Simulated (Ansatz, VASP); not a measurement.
BaTiO3: VASP beside Ansatz

Contents of INCAR:

```
SYSTEM = BaTiO3
PREC = Accurate
ENCUT = 520
EDIFF = 1E-7
ISMEAR = 0
SIGMA = 0.01
LREAL = .False.
LASPH = .True.
NELM = 60
ALGO = Normal
ISIF = 2
LWAVE = .False.
LCHARG = .False.
GGA = PS
IVDW = 13
NBANDS = 28
```

The input KPOINTS:

```
regular mesh
0
Gamma
  4 4 4
  0 0 0
```

The input POSCAR:

```
BaTiO3
1.0
    2.8574700000      1.5884900000      2.3664400000
   -2.7608700000      1.5870200000      2.2496700000
    0.0470200000     -3.3027700000      2.3976500000
Ba Ti O
1 1 3
Direct
    0.9816000000      0.0107500000      0.9878300000
    0.4848900000      0.4884100000      0.5081000000
    0.5041000000      0.4895800000      0.0208700000
    0.0283200000      0.5017200000      0.5090800000
    0.5217800000      0.0261100000      0.4997500000
```

Input for Ansatz:

```yaml
crystal:
  lattice:
    - [2.85747, 1.58849, 2.36644]
    - [-2.76087, 1.58702, 2.24967]
    - [0.04702, -3.30277, 2.39765]
  atoms:
    - { symbol: Ba, position: [0.9816, 0.01075, 0.98783] }
    - { symbol: Ti, position: [0.48489, 0.48841, 0.5081] }
    - { symbol: O, position: [0.5041, 0.48958, 0.02087] }
    - { symbol: O, position: [0.02832, 0.50172, 0.50908] }
    - { symbol: O, position: [0.52178, 0.02611, 0.49975] }
basis:
  ecutwfc: 540.0
  xc_grid: 2
kpoints:
  mp_grid:
    grid: [4, 4, 4]
hamiltonian:
  xc: pbesol
  dispersion: d4
scf:
  convergence:
    dr2_threshold: 1.0e-09
  occupations:
    method: fixed
output:
  forces: true
  stress: true
```

Alike in both runs: task single point; functional PBEsol; dispersion D4; k mesh 4 × 4 × 4; no spin polarisation.

|  | VASP | Ansatz |
| --- | --- | --- |
| version | VASP 6.6.1 | Ansatz 0.2.0 |
| potentials or method | VASP PAW PBE potentials, release 64 (Ba_sv, Ti_sv, O), cutoff 520 eV | plane waves, PAW |
| occupations | gaussian, width 0.01 eV | fixed |
| valence electrons in the cell | 40 | 40 |

|  | VASP | Ansatz | Ansatz less VASP |
| --- | --- | --- | --- |
| pressure (GPa) | 0.6 | -1.3 | -1.92 |
| traceless stress, the component that is largest in VASP (GPa) | 4.82 | 4.69 | -0.128 |
| rms of the force components (eV/Å) | 0.511 | 0.487 | -0.0237 |

VASP's potentials were made for PBE, not for PBEsol. Atom by atom the forces differ by 0.043 eV/Å (rms over components). Ansatz's warnings: stress scf threshold loose.

Spin-orbit coupling is off throughout.
